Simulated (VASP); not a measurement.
The system is PtS2.

```
Pt S
1.0
     3.54320    0.00000    0.00000
    -1.77160    3.06850    0.00000
     0.00000    0.00000    5.03880
Pt S
1 2
Direct
  0.00000 0.00000 0.00000
  0.33333 0.66667 0.22700
  0.66667 0.33333 0.77300
```

```yaml
Program: VASP 6.6.1
Task: relaxation of cell and atoms
Functional: r2SCAN
Dispersion: D4
Potentials_or_basis: VASP PAW PBE potentials, release 64 (Pt, S)
Cutoff: 600 eV
k_mesh: 9 × 9 × 6
Occupations: fermi-dirac, width 0.05 eV
Spin: no spin polarisation
```

At the start: pressure 8.0 GPa; volume 18.26 Å³/atom.

**Question.** How do energy, volume and symmetry change on relaxing?

**Answer.** Over 6 steps the energy falls by 34.0 meV/atom and the volume is 18.91 Å³/atom (+3.5 %); space group P-3m1 (No. 164, to 0.1 Å) before and after.

The path:
```tsv
step	energy change (eV)	largest force (eV/Å)	pressure (GPa)	volume (Å³)
1	0.0000	1.2163	8.00	54.78
2	0.1709	1.1195	-12.10	62.33
3	-0.0847	0.2320	-0.94	57.35
4	-0.0848	0.2596	-0.69	57.27
5	-0.0985	0.1148	-0.36	56.97
6	-0.1021	0.0065	-0.09	56.73
```

Final structure:
```yaml
crystal:
  lattice:
    - [3.55223, 0.00000, 0.00000]
    - [-1.77612, 3.07632, 0.00000]
    - [0.00000, 0.00000, 5.19117]
  atoms:
    - { symbol: Pt, position: [0.00000, 0.00000, 0.00000] }
    - { symbol: S, position: [0.33333, 0.66667, 0.23596] }
    - { symbol: S, position: [0.66667, 0.33333, 0.76404] }
```

Caveat: the PAW data sets were made with another functional, which shifts forces and pressure a little.
